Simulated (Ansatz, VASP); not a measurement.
**AlCu in VASP and in Ansatz**

INCAR

```
PREC = Accurate ; ENCUT = 700
EDIFF = 1E-6 ; ISMEAR = 1
SIGMA = 0.1 ; LREAL = False
LASPH = True ; NELM = 120
ALGO = Normal ; ISIF = 2
LWAVE = False ; LCHARG = False
GGA = PS ; NBANDS = 18
GGA_COMPAT = False
```

File KPOINTS:

```
Automatic mesh
0
Gamma
  10 10 10
```

File POSCAR:

```
AlCu
1.0
    3.0754009740      0.0000000000      0.0000000000
    0.0000000000      3.0754009740      0.0000000000
    0.0000000000      0.0000000000      3.0754009740
Al Cu
1 1
Direct
    0.0000000000      0.0000000000      0.0000000000
    0.5000000000      0.5000000000      0.5000000000
```

Input for Ansatz:

```yaml
crystal:
  lattice:
    - [3.0754009739681516, 0.0, 0.0]
    - [0.0, 3.0754009739681516, 0.0]
    - [0.0, 0.0, 3.0754009739681516]
  atoms:
    - { symbol: Al, position: [0.0, 0.0, 0.0] }
    - { symbol: Cu, position: [0.5, 0.5, 0.5] }
basis:
  ecutwfc: 500.0
kpoints:
  mp_grid:
    grid: [10, 10, 10]
hamiltonian:
  xc: pbesol
scf:
  occupations:
    method: methfessel_paxton
output:
  stress: true
```

Alike in both runs: task single point; functional PBEsol; k mesh 10 × 10 × 10; no spin polarisation.

|  | VASP | Ansatz |
| --- | --- | --- |
| version | VASP 6.6.1 | Ansatz 0.2.0 |
| potentials or method | VASP PAW PBE potentials, release 64 (Al, Cu_sv_GW), cutoff 700 eV | plane waves, PAW |
| occupations | methfessel-paxton of order 1, width 0.1 eV | methfessel-paxton of order 1 |
| valence electrons in the cell | 22 | 22 |

```tsv
	VASP	Ansatz	Ansatz less VASP
pressure (GPa)	-13.3	-11.0	+2.25
```

VASP's potentials were made for PBE, not for PBEsol.
